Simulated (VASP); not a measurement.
# Rh (Fd-3m) in VASP: single point with PBEsol

Aim: the single point of Rh with PBEsol.

Program: VASP 6.6.1. These are calculated values, not measurements. Logs are shortened: lines on timing, memory, paths and dates and some standing lists are left out, and cuts for length are marked.

### 1 The cell of the first run

It takes space group Fd-3m (No. 227, cubic). Conventional cell: a = 5.432 Å, b = 5.432 Å, c = 5.432 Å, α = 90.00°, β = 90.00°, γ = 90.00°. Rh (site symmetry -43m) has 4 Rh at 2.35 Å within 3.1 Å.

### 2 Single point, PBEsol

File INCAR:

```
SYSTEM = Rh
  PREC = Accurate
  ENCUT = 520
  EDIFF = 1E-6
  ISMEAR = 0
  SIGMA = 0.05
  LREAL = .FALSE.
  LASPH = .TRUE.
  NELM = 100
  ALGO = Normal
  ISIF = 2
  LWAVE = .FALSE.
  LCHARG = .FALSE.
  GGA = PS
  NBANDS = 22
```

File KPOINTS:

```
Automatic mesh
0
G
  15 15 15
  0 0 0
```

File POSCAR:

```
Rh
1.0
    0.0000000000      2.7160399820      2.7160399820
    2.7160399820      0.0000000000      2.7160399820
    2.7160399820      2.7160399820      0.0000000000
Rh
2
Direct
    1.0000000000      1.0000000000      1.0000000000
    0.2500000000      0.2500000000      0.2500000000
```

Potentials or basis: VASP PAW PBE potentials, release 64 (Rh_pv).

Launch:

```
$ cat potpaw_PBE.64/Rh_pv/POTCAR > POTCAR
$ mpirun -np 1 vasp_std > vasp.out
```

OUTCAR:

```text
SYSTEM = Rh
   PREC = Accurate
   ENCUT = 520
   EDIFF = 1E-6
   ISMEAR = 0
   LREAL = .FALSE.
   LASPH = .TRUE.
   NELM = 100
   ISIF = 2
   GGA = PS

 ion  position               nearest neighbor table
   1  0.000  0.000  0.000-   2 2.35   2 2.35   2 2.35   2 2.35
   2  0.250  0.250  0.250-   1 2.35   1 2.35   1 2.35   1 2.35

  LATTYP: Found a face centered cubic cell.
 ALAT       =     5.4320799640

  Lattice vectors:

 A1 = (   0.0000000000,   2.7160399820,   2.7160399820)
 A2 = (   2.7160399820,   0.0000000000,   2.7160399820)
 A3 = (   2.7160399820,   2.7160399820,   0.0000000000)

Analysis of symmetry for initial positions (statically):
=====================================================================
 Subroutine PRICEL returns:
 Original cell was already a primitive cell.

 Routine SETGRP: Setting up the symmetry group for a
 face centered cubic supercell.

 Subroutine GETGRP returns: Found 48 space group operations
 (whereof 24 operations were pure point group operations)
 out of a pool of 48 trial point group operations.

The static configuration has the point symmetry T_d .
 The point group associated with its full space group is O_h .

Analysis of symmetry for dynamics (positions and initial velocities):
=====================================================================
 Subroutine PRICEL returns:
 Original cell was already a primitive cell.

 Routine SETGRP: Setting up the symmetry group for a
 face centered cubic supercell.

 Subroutine GETGRP returns: Found 48 space group operations
 (whereof 24 operations were pure point group operations)
 out of a pool of 48 trial point group operations.

The dynamic configuration has the point symmetry T_d .
 The point group associated with its full space group is O_h .

 Subroutine INISYM returns: Found 48 space group operations
 (whereof 24 operations are pure point group operations),
 and found     1 'primitive' translations

----------------------------------------------------------------------------------------

                                     Primitive cell

  volume of cell :      40.0718

  direct lattice vectors                    reciprocal lattice vectors
     0.000000000  2.716039982  2.716039982    -0.184091546  0.184091546  0.184091546
     2.716039982  0.000000000  2.716039982     0.184091546 -0.184091546  0.184091546
     2.716039982  2.716039982  0.000000000     0.184091546  0.184091546 -0.184091546

  length of vectors
     3.841060578  3.841060578  3.841060578     0.318855911  0.318855911  0.318855911

  position of ions in fractional coordinates (direct lattice)
     0.000000000  0.000000000  0.000000000
     0.250000000  0.250000000  0.250000000

  ion indices of the primitive-cell ions
   primitive index   ion index
                 1           1
                 2           2

----------------------------------------------------------------------------------------

 KPOINTS: Automatic mesh

Automatic generation of k-mesh.
 Grid dimensions read from file:
 generate k-points for:   15   15   15

 Generating k-lattice:

  Cartesian coordinates                     Fractional coordinates (reciprocal lattice)
    -0.012272770  0.012272770  0.012272770     0.066666667  0.000000000  0.000000000
     0.012272770 -0.012272770  0.012272770     0.000000000  0.066666667  0.000000000
     0.012272770  0.012272770 -0.012272770     0.000000000  0.000000000  0.066666667

  Length of vectors
     0.021257061  0.021257061  0.021257061

  Shift w.r.t. Gamma in fractional coordinates (k-lattice)
     0.000000000  0.000000000  0.000000000

 Subroutine IBZKPT returns following result:
 ===========================================

 Found    120 irreducible k-points:

 Following reciprocal coordinates:
            Coordinates               Weight
  0.000000  0.000000  0.000000      1.000000
  0.066667  0.000000  0.000000      8.000000
  0.133333  0.000000  0.000000      8.000000
  0.200000  0.000000  0.000000      8.000000
  0.266667  0.000000  0.000000      8.000000
  0.333333  0.000000  0.000000      8.000000
[... 16 lines left out ...]
  0.133333  0.133333  0.000000      6.000000
  0.200000  0.133333  0.000000     24.000000
 [... further k-points ...]
   k-points           NKPTS =    120   k-points in BZ     NKDIM =    120   number of bands    NBANDS=     22
   number of dos      NEDOS =    301   number of ions     NIONS =      2
   total plane-waves  NPLWV =  27000
   dimension x,y,z NGX =    30 NGY =   30 NGZ =   30
   dimension x,y,z NGXF=    60 NGYF=   60 NGZF=   60
   ions per type =               2
   NGX,Y,Z   is equivalent  to a cutoff of  12.98, 12.98, 12.98 a.u.
   NGXF,Y,Z  is equivalent  to a cutoff of  25.97, 25.97, 25.97 a.u.
 SYSTEM =  Rh
   PREC   = accura    normal or accurate (medium, high low for compatibility)
   ISTART =      0    job   : 0-new  1-cont  2-samecut
   ICHARG =      2    charge: 1-file 2-atom 10-const
   ISPIN  =      1    spin polarized calculation?
   LNONCOLLINEAR =      F non collinear calculations
   LSORBIT =      F    spin-orbit coupling
   LASPH  =      T    aspherical Exc in radial PAW
   ENCUT  =  520.0 eV  38.22 Ry    6.18 a.u.   7.14  7.14  7.14*2*pi/ulx,y,z
   NELM   =    100;   NELMIN=  2; NELMDL= -5     # of ELM steps
   EDIFF  = 0.1E-05   stopping-criterion for ELM
   LREAL  =      F    real-space projection
   EDIFFG = 0.1E-04   stopping-criterion for IOM
   NSW    =      0    number of steps for IOM
   IBRION =     -1    ionic relax: 0-MD 1-quasi-New 2-CG
   NFREE  =      0    steps in history (QN), initial steepest desc. (CG)
   ISIF   =      2    stress and relaxation
   ISYM   =      2    0-nonsym 1-usesym 2-fastsym
   POTIM  = 0.5000    time-step for ionic-motion
   TEBEG  =    0.0;   TEEND  =   0.0 temperature during run
   PSTRESS=    0.0 pullay stress
   NELECT =      30.0000    total number of electrons
   NUPDOWN=      -1.0000    fix difference up-down
   EMIN   =  10.00;   EMAX   =-10.00  energy-range for DOS
   EFERMI =   0.00;   METHOD = LEGACY
   ISMEAR =     0;   SIGMA  =   0.05  broadening in eV -4-tet -1-fermi 0-gaus
   EFERMI_NEDOS =   21; number of points for ismear=-14 and -15
   IALGO  =     38    algorithm
   IMIX   =      4    mixing-type and parameters
     AMIX     =   0.40;   BMIX     =  1.00
     AMIX_MAG =   1.60;   BMIX_MAG =  1.00
  volume/ion in A,a.u.               =      20.04       135.21
  Fermi-wavevector in a.u.,A,eV,Ry     =   1.486514  2.809105 30.065131  2.209725
  Thomas-Fermi vector in A             =   2.599791
   LORBIT       =      0    0 simple, 1 ext, 2 COOP (PROOUT), +10 PAW based schemes
   GGA     = PS    functional components
   LHFCALC =     F    Hartree Fock is set to
   AEXX    =    0.0000 exact exchange contribution
   IVDW    =     0    specifies the selected vdW correction
   LEPSILON=     F    determine dielectric tensor
   LRPA    =     F    only Hartree local field effects (RPA)
 non-spin polarized calculation
 Gauss-broadening in eV      SIGMA  =   0.05
  energy-cutoff  :      520.00
  volume of cell :       40.07
 maximum number of plane-waves:      1091
 NGX is ok and might be reduce to    30
   NGX = 15   NGY = 15   NGZ = 15

 number of electron      30.0000009 magnetization

 Free energy of the ion-electron system (eV)
  ---------------------------------------------------
  ext. energy  EPLUGINS =         0.00000000
  ---------------------------------------------------
  free energy    TOTEN  =       -13.69721681 eV

  energy without entropy =      -13.69232930  energy(sigma->0) =      -13.69477306

 E-fermi :   6.7549     XC(G=0): -11.5706

 val. band max:        6.7488082082   @ k =   0.4000   0.4000   0.0000
 cond. band min:       6.7624741492   @ k =  -0.4000   0.2000   0.0667
 fundamental gap:      0.0136659410
 Fermi energy:         6.7549150292

 k-point     1 :       0.0000    0.0000    0.0000
  band No.  band energies     occupation
      1     -40.4856      2.00000
      2     -40.4856      2.00000
      3     -40.4856      2.00000
      4     -39.7908      2.00000
      5     -39.7908      2.00000
      6     -39.7908      2.00000
[... 14 lines left out ...]
     21      19.6343      0.00000
     22      19.8161      0.00000

 k-point     2 :       0.0667    0.0000    0.0000
  band No.  band energies     occupation
      1     -40.4891      2.00000
      2     -40.4891      2.00000
      3     -40.4847      2.00000
      4     -39.7921      2.00000
      5     -39.7872      2.00000
      6     -39.7872      2.00000
[... 14 lines left out ...]
     21      19.3140      0.00000
     22      20.1512      0.00000

 k-point     3 :       0.1333    0.0000    0.0000
  band No.  band energies     occupation
      1     -40.4987      2.00000
      2     -40.4987      2.00000
      3     -40.4821      2.00000
      4     -39.7957      2.00000
      5     -39.7772      2.00000
      6     -39.7772      2.00000
[... 14 lines left out ...]
     21      18.7171      0.00000
     22      20.6606      0.00000

 k-point     4 :       0.2000    0.0000    0.0000
  band No.  band energies     occupation
      1     -40.5124      2.00000
      2     -40.5124      2.00000
      3     -40.4783      2.00000
      4     -39.8009      2.00000
      5     -39.7630      2.00000
      6     -39.7630      2.00000
[... 14 lines left out ...]
     21      18.0787      0.00000
     22      20.8061      0.00000

 k-point     5 :       0.2667    0.0000    0.0000
  band No.  band energies     occupation
      1     -40.5275      2.00000
      2     -40.5275      2.00000
      3     -40.4740      2.00000
      4     -39.8068      2.00000
      5     -39.7474      2.00000
      6     -39.7474      2.00000
[... 417 lines left out ...]
 k-point    22 :      -0.0667    0.0667    0.0000
  band No.  band energies     occupation
      1     -40.5006      2.00000
      2     -40.4919      2.00000
      3     -40.4797      2.00000
      4     -39.7976      2.00000
      5     -39.7842      2.00000
      6     -39.7754      2.00000
[... 14 lines left out ...]
     21      19.7485      0.00000
     22      19.8923      0.00000

 k-point    23 :       0.1333    0.1333    0.0000
  band No.  band energies     occupation
      1     -40.5138      2.00000
      2     -40.5138      2.00000
      3     -40.4565      2.00000
      4     -39.8222      2.00000
      5     -39.7617      2.00000
      6     -39.7617      2.00000
[... 14 lines left out ...]
     21      18.8359      0.00000
     22      19.2083      0.00000

 k-point    24 :       0.2000    0.1333    0.0000
  band No.  band energies     occupation
      1     -40.5279      2.00000
      2     -40.5278      2.00000
      3     -40.4427      2.00000
      4     -39.8371      2.00000
      5     -39.7474      2.00000
      6     -39.7471      2.00000
[... 14 lines left out ...]
     21      18.2720      0.00000
     22      19.0614      0.00000

 [... further k-points ...]
[... 5 lines left out ...]
  --------------------------------------------------------------------------------------
  -------------------------------------------------------------------------------------
  Total        0.0181379      0.0181379      0.0181379     -0.0000000     -0.0000000      0.0000000
  in kB        0.7252039      0.7252039      0.7252039     -0.0000000     -0.0000000      0.0000000
  external PRESSURE =       0.7252039 kB  Pullay stress =       0.0000000 kB

 VOLUME and BASIS-vectors are now :
 -----------------------------------------------------------------------------
  energy-cutoff  :      520.00
  volume of cell :       40.07
      direct lattice vectors                 reciprocal lattice vectors
     0.000000000  2.716039982  2.716039982    -0.184091546  0.184091546  0.184091546
     2.716039982  0.000000000  2.716039982     0.184091546 -0.184091546  0.184091546
     2.716039982  2.716039982  0.000000000     0.184091546  0.184091546 -0.184091546

 POSITION                                       TOTAL-FORCE (eV/Angst)
 -----------------------------------------------------------------------------------
      0.00000      0.00000      0.00000         0.000000      0.000000      0.000000
      1.35802      1.35802      1.35802        -0.000000     -0.000000     -0.000000
 -----------------------------------------------------------------------------------
    total drift:                                0.000000     -0.000000      0.000000

  FREE ENERGIE OF THE ION-ELECTRON SYSTEM (eV)
  ---------------------------------------------------
  free  energy   TOTEN  =       -13.6972168111 eV

  energy  without entropy=      -13.6923293032  energy(sigma->0) =      -13.69477306
```

Run time: 39 s. Hardware: 1 thread of AMD EPYC 9R45 (Zen 5), shared host; peak memory 0.19 GiB.

Results:

- Free energy: -13.6972 eV
- Pressure: 0.1 GPa
- Band gap on the k mesh: zero (band 15 reaches 7.41 eV, above the bottom of band 16 at 6.23 eV)

Caveat: the PAW data sets were made with another functional, which shifts forces and pressure a little.
